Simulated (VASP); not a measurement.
Input of a VASP 6.6.1 run:

The input INCAR:

```
SYSTEM = GaBPd3
ALGO = Normal
EDIFF = 1E-6
ENCUT = 520
GGA = PE
ISIF = 2
ISMEAR = -1
LASPH = .True.
LCHARG = .False.
LREAL = .False.
LWAVE = .False.
NBANDS = 31
NELM = 100
PREC = Accurate
SIGMA = 0.107
```

KPOINTS

```
k-points
0
Gamma
  9 9 9
  0 0 0
```

The input POSCAR:

```
GaBPd3
1.0
    3.9278720000      0.0000000000      0.0000000000
    0.0000000000      3.9278720000      0.0000000000
    0.0000000000      0.0000000000      3.9278720000
B Pd Ga
1 3 1
Direct
    0.5000000000      0.5000000000      0.5000000000
    0.0000000000      0.5000000000      0.5000000000
    0.5000000000      0.0000000000      0.5000000000
    0.5000000000      0.5000000000      0.0000000000
    0.0000000000      0.0000000000      0.0000000000
```

Potentials or basis: VASP PAW PBE potentials, release 64 (B, Pd, Ga_d).

Run with:

```bash
$ cat potpaw_PBE.64/B/POTCAR potpaw_PBE.64/Pd/POTCAR potpaw_PBE.64/Ga_d/POTCAR > POTCAR
$ mpirun -np 1 vasp_std > vasp.out
```

Predict the band gap on the k mesh.

zero (band 23 reaches 12.52 eV, above the bottom of band 24 at 9.85 eV).

What does it give for the pressure?

41.9 GPa.
